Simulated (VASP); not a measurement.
# C (P6_3/mmc) in VASP: notebook

The runs below take C through single point, with PBEsol.

Everything below comes from runs of VASP 6.6.1. Logs are shortened: lines on timing, memory, paths and dates and some standing lists are left out, and cuts for length are marked.

## 1. The cell of the first run

It takes space group P6_3/mmc (No. 194, hexagonal). Conventional cell: a = 2.491 Å, b = 2.491 Å, c = 7.271 Å, α = 90.00°, β = 90.00°, γ = 120.00°. Within 1.9 Å of C (site symmetry -6m2) lie 3 C at 1.44 Å. C (site symmetry -6m2) has 3 C at 1.44 Å within 1.9 Å.

## 2. Single point, PBEsol (volume scaled by 1.04)

The input, INCAR:

```
ALGO = Normal ; EDIFF = 1E-7
ENCUT = 520 ; GGA = PS
ISIF = 2 ; ISMEAR = -1
LASPH = T ; LCHARG = T
LELF = T ; LREAL = F
LVHAR = T ; LWAVE = F
NBANDS = 16 ; NELM = 100
PREC = Accurate ; SIGMA = 0.05
```

The input, KPOINTS:

```
k-points
0
Gamma
  14 14 4
```

The input, POSCAR:

```
C
1.0
    2.4913039830      0.0000000000      0.0000000000
   -1.2456519915      2.1575325378      0.0000000000
    0.0000000000      0.0000000000      7.2705972696
C
4
Direct
    1.0000000000      1.0000000000      0.2500000000
    0.0000000000      0.0000000000      0.7500000000
    0.3333333333      0.6666666667      0.2500000000
    0.6666666667      0.3333333333      0.7500000000
```

Potentials or basis: VASP PAW PBE potentials, release 64 (C).

Command:

```bash
$ cat potpaw_PBE.64/C/POTCAR > POTCAR
$ mpirun -np 1 vasp_std > vasp.out
```

OUTCAR:

```text
EDIFF = 1E-7
   ENCUT = 520
   GGA = PS
   ISIF = 2
   ISMEAR = -1
   LASPH = T
   LREAL = F
   NELM = 100
   PREC = Accurate

 ion  position               nearest neighbor table
   1  0.000  0.000  0.250-   3 1.44   3 1.44   3 1.44
   2  0.000  0.000  0.750-   4 1.44   4 1.44   4 1.44
   3  0.333  0.667  0.250-   1 1.44   1 1.44   1 1.44
   4  0.667  0.333  0.750-   2 1.44   2 1.44   2 1.44

  LATTYP: Found a hexagonal cell.
 ALAT       =     2.4913039830
 C/A-ratio  =     2.9183902564

  Lattice vectors:

 A1 = (   2.4913039830,   0.0000000000,   0.0000000000)
 A2 = (  -1.2456519915,   2.1575325378,   0.0000000000)
 A3 = (   0.0000000000,   0.0000000000,   7.2705972696)

Analysis of symmetry for initial positions (statically):
=====================================================================
 Subroutine PRICEL returns:
 Original cell was already a primitive cell.

 Routine SETGRP: Setting up the symmetry group for a
 hexagonal supercell.

 Subroutine GETGRP returns: Found 24 space group operations
 (whereof 12 operations were pure point group operations)
 out of a pool of 24 trial point group operations.

The static configuration has the point symmetry D_3d.
 The point group associated with its full space group is D_6h.

Analysis of symmetry for dynamics (positions and initial velocities):
=====================================================================
 Subroutine PRICEL returns:
 Original cell was already a primitive cell.

 Routine SETGRP: Setting up the symmetry group for a
 hexagonal supercell.

 Subroutine GETGRP returns: Found 24 space group operations
 (whereof 12 operations were pure point group operations)
 out of a pool of 24 trial point group operations.

The dynamic configuration has the point symmetry D_3d.
 The point group associated with its full space group is D_6h.

 Subroutine INISYM returns: Found 24 space group operations
 (whereof 12 operations are pure point group operations),
 and found     1 'primitive' translations

----------------------------------------------------------------------------------------

                                     Primitive cell

  volume of cell :      39.0800

  direct lattice vectors                    reciprocal lattice vectors
     2.491303983  0.000000000  0.000000000     0.401396219  0.231746215  0.000000000
    -1.245651991  2.157532538  0.000000000     0.000000000  0.463492431  0.000000000
     0.000000000  0.000000000  7.270597270     0.000000000  0.000000000  0.137540282

  length of vectors
     2.491303983  2.491303983  7.270597270     0.463492431  0.463492431  0.137540282

  position of ions in fractional coordinates (direct lattice)
     0.000000000  0.000000000  0.250000000
     0.000000000  0.000000000  0.750000000
     0.333333333  0.666666667  0.250000000
     0.666666667  0.333333333  0.750000000

  ion indices of the primitive-cell ions
   primitive index   ion index
                 1           1
                 2           2
                 3           3
                 4           4

----------------------------------------------------------------------------------------

 KPOINTS: k-points

Automatic generation of k-mesh.
 Grid dimensions read from file:
 generate k-points for:   14   14    4

 Generating k-lattice:

  Cartesian coordinates                     Fractional coordinates (reciprocal lattice)
     0.028671159  0.016553301  0.000000000     0.071428571  0.000000000  0.000000000
     0.000000000  0.033106602  0.000000000     0.000000000  0.071428571  0.000000000
     0.000000000  0.000000000  0.034385071     0.000000000  0.000000000  0.250000000

  Length of vectors
     0.033106602  0.033106602  0.034385071

  Shift w.r.t. Gamma in fractional coordinates (k-lattice)
     0.000000000  0.000000000  0.000000000

 Subroutine IBZKPT returns following result:
 ===========================================

 Found     72 irreducible k-points:

 Following reciprocal coordinates:
            Coordinates               Weight
  0.000000  0.000000  0.000000      1.000000
  0.071429  0.000000  0.000000      6.000000
  0.142857  0.000000  0.000000      6.000000
  0.214286 -0.000000  0.000000      6.000000
  0.285714  0.000000  0.000000      6.000000
  0.357143 -0.000000  0.000000      6.000000
[... 16 lines left out ...]
  0.285714  0.285714  0.000000      6.000000
  0.357143  0.285714  0.000000      6.000000
 [... further k-points ...]
   k-points           NKPTS =     72   k-points in BZ     NKDIM =     72   number of bands    NBANDS=     16
   number of dos      NEDOS =    301   number of ions     NIONS =      4
   total plane-waves  NPLWV =  21600
   dimension x,y,z NGX =    20 NGY =   20 NGZ =   54
   dimension x,y,z NGXF=    40 NGYF=   40 NGZF=  108
   ions per type =               4
   NGX,Y,Z   is equivalent  to a cutoff of  13.35, 13.35, 12.35 a.u.
   NGXF,Y,Z  is equivalent  to a cutoff of  26.69, 26.69, 24.69 a.u.
 SYSTEM =  unknown system
   PREC   = accura    normal or accurate (medium, high low for compatibility)
   ISTART =      0    job   : 0-new  1-cont  2-samecut
   ICHARG =      2    charge: 1-file 2-atom 10-const
   ISPIN  =      1    spin polarized calculation?
   LNONCOLLINEAR =      F non collinear calculations
   LSORBIT =      F    spin-orbit coupling
   LASPH  =      T    aspherical Exc in radial PAW
   ENCUT  =  520.0 eV  38.22 Ry    6.18 a.u.   4.63  4.63 13.52*2*pi/ulx,y,z
   NELM   =    100;   NELMIN=  2; NELMDL= -5     # of ELM steps
   EDIFF  = 0.1E-06   stopping-criterion for ELM
   LREAL  =      F    real-space projection
   EDIFFG = 0.1E-05   stopping-criterion for IOM
   NSW    =      0    number of steps for IOM
   IBRION =     -1    ionic relax: 0-MD 1-quasi-New 2-CG
   NFREE  =      0    steps in history (QN), initial steepest desc. (CG)
   ISIF   =      2    stress and relaxation
   ISYM   =      2    0-nonsym 1-usesym 2-fastsym
   POTIM  = 0.5000    time-step for ionic-motion
   TEBEG  =    0.0;   TEEND  =   0.0 temperature during run
   PSTRESS=    0.0 pullay stress
   NELECT =      16.0000    total number of electrons
   NUPDOWN=      -1.0000    fix difference up-down
   EMIN   =  10.00;   EMAX   =-10.00  energy-range for DOS
   EFERMI =   0.00;   METHOD = LEGACY
   ISMEAR =    -1;   SIGMA  =   0.05  broadening in eV -4-tet -1-fermi 0-gaus
   EFERMI_NEDOS =   21; number of points for ismear=-14 and -15
   IALGO  =     38    algorithm
   IMIX   =      4    mixing-type and parameters
     AMIX     =   0.40;   BMIX     =  1.00
     AMIX_MAG =   1.60;   BMIX_MAG =  1.00
  volume/ion in A,a.u.               =       9.77        65.93
  Fermi-wavevector in a.u.,A,eV,Ry     =   1.215617  2.297183 20.105665  1.477725
  Thomas-Fermi vector in A             =   2.350998
   LORBIT       =      0    0 simple, 1 ext, 2 COOP (PROOUT), +10 PAW based schemes
   GGA     = PS    functional components
   LHFCALC =     F    Hartree Fock is set to
   AEXX    =    0.0000 exact exchange contribution
   IVDW    =     0    specifies the selected vdW correction
   LEPSILON=     F    determine dielectric tensor
   LRPA    =     F    only Hartree local field effects (RPA)
 non-spin polarized calculation
  energy-cutoff  :      520.00
  volume of cell :       39.08
 maximum number of plane-waves:      1070
 NGX is ok and might be reduce to    20
   NGX =  9   NGY =  9   NGZ = 27

 number of electron      16.0000000 magnetization

 Free energy of the ion-electron system (eV)
  ---------------------------------------------------
  ext. energy  EPLUGINS =         0.00000000
  ---------------------------------------------------
  free energy    TOTEN  =       -38.54215625 eV

  energy without entropy =      -38.54215340  energy(sigma->0) =      -38.54215482

 E-fermi :   3.7747     XC(G=0):  -9.9212

 val. band max:        3.3026023608   @ k =   0.3571   0.2857   0.0000
 cond. band min:       4.2706571269   @ k =   0.3571   0.2857   0.0000
 fundamental gap:      0.9680547661
 Fermi energy:         3.7747417835

 k-point     1 :       0.0000    0.0000    0.0000
  band No.  band energies     occupation
      1     -15.5597      2.00000
      2     -15.3952      2.00000
      3      -4.3243      2.00000
      4      -2.9899      2.00000
      5       0.7409      2.00000
      6       0.7409      2.00000
[... 8 lines left out ...]
     15      14.7872      0.00000
     16      14.9010      0.00000

 k-point     2 :       0.0714    0.0000    0.0000
  band No.  band energies     occupation
      1     -15.4405      2.00000
      2     -15.2775      2.00000
      3      -4.1804      2.00000
      4      -2.8531      2.00000
      5       0.2587      2.00000
      6       0.2730      2.00000
[... 8 lines left out ...]
     15      14.3779      0.00000
     16      14.5099      0.00000

 k-point     3 :       0.1429    0.0000    0.0000
  band No.  band energies     occupation
      1     -15.0840      2.00000
      2     -14.9249      2.00000
      3      -3.7510      2.00000
      4      -2.4458      2.00000
      5      -1.0000      2.00000
      6      -0.9731      2.00000
[... 8 lines left out ...]
     15      13.7044      0.00000
     16      13.7296      0.00000

 k-point     4 :       0.2143   -0.0000    0.0000
  band No.  band energies     occupation
      1     -14.4933      2.00000
      2     -14.3406      2.00000
      3      -3.0442      2.00000
      4      -2.6895      2.00000
      5      -2.6471      2.00000
      6      -1.7790      2.00000
[... 8 lines left out ...]
     15      15.6633      0.00000
     16      15.6874      0.00000

 k-point     5 :       0.2857    0.0000    0.0000
  band No.  band energies     occupation
      1     -13.6742      2.00000
      2     -13.5302      2.00000
      3      -4.5428      2.00000
      4      -4.4843      2.00000
      5      -2.0781      2.00000
      6      -1.5630      2.00000
[... 8 lines left out ...]
     15      17.9524      0.00000
     16      17.9746      0.00000

 k-point     6 :       0.3571   -0.0000    0.0000
  band No.  band energies     occupation
      1     -12.6379      2.00000
      2     -12.5049      2.00000
      3      -6.3957      2.00000
      4      -6.3213      2.00000
      5      -2.1080      2.00000
      6      -2.0826      2.00000
[... 8 lines left out ...]
     15      18.0444      0.00000
     16      19.8586      0.00000

 k-point     7 :       0.4286   -0.0000    0.0000
  band No.  band energies     occupation
      1     -11.4145      2.00000
      2     -11.2968      2.00000
      3      -8.1328      2.00000
      4      -8.0461      2.00000
      5      -2.4512      2.00000
      6      -2.4250      2.00000
[... 8 lines left out ...]
     15      16.4322      0.00000
     16      18.7031      0.00000

 k-point     8 :       0.5000    0.0000    0.0000
  band No.  band energies     occupation
      1     -10.3716      2.00000
      2     -10.3124      2.00000
      3      -9.3020      2.00000
      4      -9.2558      2.00000
      5      -2.5681      2.00000
      6      -2.5416      2.00000
[... 8 lines left out ...]
     15      17.0478      0.00000
     16      17.9683      0.00000

 k-point     9 :       0.0714    0.0714    0.0000
  band No.  band energies     occupation
      1     -15.2027      2.00000
      2     -15.0423      2.00000
      3      -3.8937      2.00000
      4      -2.5810      2.00000
      5      -0.5426      2.00000
      6      -0.5285      2.00000
[... 8 lines left out ...]
     15      13.6154      0.00000
     16      13.7771      0.00000
[... 172 lines left out ...]
 k-point    19 :       0.4286    0.1429    0.0000
  band No.  band energies     occupation
      1     -10.0647      2.00000
      2     -10.0074      2.00000
      3      -9.0103      2.00000
      4      -8.9679      2.00000
      5      -3.9620      2.00000
      6      -3.9177      2.00000
[... 8 lines left out ...]
     15      15.9143      0.00000
     16      16.4115      0.00000

 k-point    20 :       0.2143    0.2143    0.0000
  band No.  band energies     occupation
      1     -12.4125      2.00000
      2     -12.2820      2.00000
      3      -5.5659      2.00000
      4      -5.5318      2.00000
      5      -4.0367      2.00000
      6      -4.0107      2.00000
[... 8 lines left out ...]
     15      15.4585      0.00000
     16      15.6453      0.00000

 k-point    21 :       0.2857    0.2143    0.0000
  band No.  band energies     occupation
      1     -11.3011      2.00000
      2     -11.1833      2.00000
      3      -6.8945      2.00000
      4      -6.8358      2.00000
      5      -4.8458      2.00000
      6      -4.8031      2.00000
[... 8 lines left out ...]
     15      16.1359      0.00000
     16      16.1932      0.00000

 k-point    22 :       0.3571    0.2143    0.0000
  band No.  band energies     occupation
      1     -10.0732      2.00000
      2      -9.9787      2.00000
      3      -8.3091      2.00000
      4      -8.2379      2.00000
      5      -5.1925      2.00000
      6      -5.1398      2.00000
[... 8 lines left out ...]
     15      15.3845      0.00000
     16      15.8772      0.00000

 k-point    23 :       0.2857    0.2857    0.0000
  band No.  band energies     occupation
      1     -10.1436      2.00000
      2     -10.0417      2.00000
      3      -7.6333      2.00000
      4      -7.5896      2.00000
      5      -5.9631      2.00000
      6      -5.9335      2.00000
[... 8 lines left out ...]
     15      15.8522      0.00000
     16      17.0088      0.00000

 k-point    24 :       0.3571    0.2857    0.0000
  band No.  band energies     occupation
      1      -9.1477      2.00000
      2      -9.0958      2.00000
      3      -8.4479      2.00000
      4      -8.4467      2.00000
      5      -6.3541      2.00000
      6      -6.3153      2.00000
[... 8 lines left out ...]
     15      15.7578      0.00000
     16      17.0154      0.00000

 [... further k-points ...]
[... 5 lines left out ...]
  --------------------------------------------------------------------------------------
  -------------------------------------------------------------------------------------
  Total       -3.2979857     -3.2979857     -0.0098153     -0.0000000      0.0000000      0.0000000
  in kB     -135.2088718   -135.2088718     -0.4024002     -0.0000000      0.0000000      0.0000000
  external PRESSURE =     -90.2733813 kB  Pullay stress =       0.0000000 kB

 VOLUME and BASIS-vectors are now :
 -----------------------------------------------------------------------------
  energy-cutoff  :      520.00
  volume of cell :       39.08
      direct lattice vectors                 reciprocal lattice vectors
     2.491303983  0.000000000  0.000000000     0.401396219  0.231746215  0.000000000
    -1.245651991  2.157532538  0.000000000     0.000000000  0.463492431  0.000000000
     0.000000000  0.000000000  7.270597270     0.000000000  0.000000000  0.137540282

 POSITION                                       TOTAL-FORCE (eV/Angst)
 -----------------------------------------------------------------------------------
      0.00000      0.00000      1.81765         0.000000      0.000000      0.000000
      0.00000      0.00000      5.45295         0.000000     -0.000000      0.000000
     -0.00000      1.43836      1.81765         0.000000     -0.000000     -0.000000
      1.24565      0.71918      5.45295        -0.000000      0.000000      0.000000
 -----------------------------------------------------------------------------------
    total drift:                               -0.000000      0.000000      0.000000

  FREE ENERGIE OF THE ION-ELECTRON SYSTEM (eV)
  ---------------------------------------------------
  free  energy   TOTEN  =       -38.5421562460 eV

  energy  without entropy=      -38.5421533966  energy(sigma->0) =      -38.54215482
```

Wall time 70 s (1 thread of Intel Xeon 6975P-C, shared host); peak memory 0.17 GiB.

Results:

```yaml
Free_energy: -38.5422 eV
Pressure: -9.0 GPa
Band_gap_on_the_k_mesh: 0.97 eV, direct
```

Caveat: the PAW data sets were made with another functional, which shifts forces and pressure a little; this functional lacks dispersion, which binds the layers, so the pressure and a relaxed spacing across them are unreliable.

[end of part 1 of 2]
